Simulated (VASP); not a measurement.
**KBr: single point with LDA**

KBr:

```xyz
2
Lattice="0.1029 3.2925 3.2925 3.3954 0.0000 3.3954 3.2925 3.2925 0.1029" Properties=species:S:1:pos:R:3 pbc="T T T"
K     0.0000    0.0000    0.0000
Br    3.3954    3.2925    3.3954
```

This cell differs from its parent crystal: strain +0.0625 x Voigt [0, 0, 0, 0, 1, 0].

| Property | Result |
| --- | --- |
| Program | VASP 6.6.1 |
| Task | single point |
| Functional | LDA |
| Potentials or basis | VASP PAW LDA potentials, release 64 (K_sv, Br) |
| Cutoff | 520 eV |
| k mesh | 6 × 6 × 6 |
| Occupations | gaussian, width 0.05 eV |
| Spin | no spin polarisation |

```
Pressure               : -1.5 GPa
Band gap on the k mesh : 3.97 eV, direct
```

Stress tensor (GPa, compression positive):
```
-1.52  0.00 -0.36
 0.00 -1.55  0.00
-0.36  0.00 -1.52
```

Levels at points of the mesh, in eV from the valence-band top:
```tsv
k point	band 5	band 6	band 7	band 8	band 9	band 10	band 11	band 12
(0.00, 0.00, 0.00)	-11.20	-0.14	-0.08	0.00	3.97	7.02	7.27	7.53
(0.50, 0.00, 0.00)	-10.98	-1.33	-0.52	-0.44	6.17	7.95	9.37	9.50
(0.00, 0.50, 0.00)	-10.95	-1.36	-0.43	-0.33	6.19	7.74	9.26	9.56
(0.50, 0.50, 0.00)	-11.23	-0.94	-0.38	-0.38	5.47	6.79	9.09	9.09
(0.50, 0.00, 0.50)	-11.23	-0.94	-0.47	-0.27	5.46	6.82	9.10	9.15
```

It took 16 s on 1 thread of Intel(R) Xeon(R) 6975P-C (Granite Rapids) (shared host), peak memory 0.2 GiB.

Caveat: the cell differs from its parent crystal (strain +0.0625 x Voigt [0, 0, 0, 0, 1, 0]).
